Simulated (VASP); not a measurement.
Wanted: the native input for a VASP 6.6.1 run.

| Quantity | Value |
| --- | --- |
| Task | relaxation of cell and atoms |
| Functional | PBE |
| Potentials or basis | VASP PAW PBE potentials, release 64 (Al, N) |
| Cutoff | 600 eV |
| k mesh | 9 × 9 × 6 |
| Occupations | gaussian, width 0.02 eV |
| Spin | no spin polarisation |
| Dipole correction | no |
| Further INCAR settings | ALGO = Normal; EDIFF = 1e-06; IBRION = 2; EDIFFG = -0.005; NSW = 100; ISIF = 3 |

The structure of AlN lies in POSCAR:

```
AlN
1.0
    3.0810000000      0.0000000000      0.0000000000
   -1.5405000000      2.6682242691      0.0000000000
    0.0000000000      0.0000000000      5.0310000000
Al N
2 2
Direct
    0.3333333333      0.6666666667      0.0000000000
    0.6666666667      0.3333333333      0.5000000000
    0.3333333333      0.6666666667      0.3820000000
    0.6666666667      0.3333333333      0.8820000000
```

These files were run (other wordings do the same):

INCAR

```
SYSTEM = AlN
  PREC = Accurate
  ENCUT = 600
  EDIFF = 1E-6
  ISMEAR = 0
  SIGMA = 0.02
  LREAL = .FALSE.
  LASPH = .TRUE.
  NELM = 80
  ALGO = Normal
  ISIF = 3
  LWAVE = .FALSE.
  LCHARG = .FALSE.
  GGA = PE
  IBRION = 2
  NSW = 100
  EDIFFG = -0.005
```

KPOINTS

```
regular mesh
0
G
  9 9 6
  0 0 0
```

Potentials or basis: VASP PAW PBE potentials, release 64 (Al, N).

Command:

```console
$ cat potpaw_PBE.64/Al/POTCAR potpaw_PBE.64/N/POTCAR > POTCAR
$ mpirun -np 1 vasp_std > vasp.out
```

It gave:

```json
{
  "Relaxed volume": "10.63 Å³/atom",
  "Relaxed cell": "a = 3.128 Å, b = 3.128 Å, c = 5.015 Å, α = 90.00°, β = 90.00°, γ = 120.00°",
  "Space group after relaxing (to 0.05 Å)": "P6_3mc (No. 186)",
  "Energy gained by relaxing": "8.4 meV/atom",
  "Ionic steps": "5",
  "Pressure after relaxing": "0.0 GPa",
  "Band gap on the k mesh": "4.06 eV, direct"
}
```

Run time: 73 s on 1 thread of Intel Xeon 6975P-C, with other jobs on the host, peak memory 0.19 GiB.
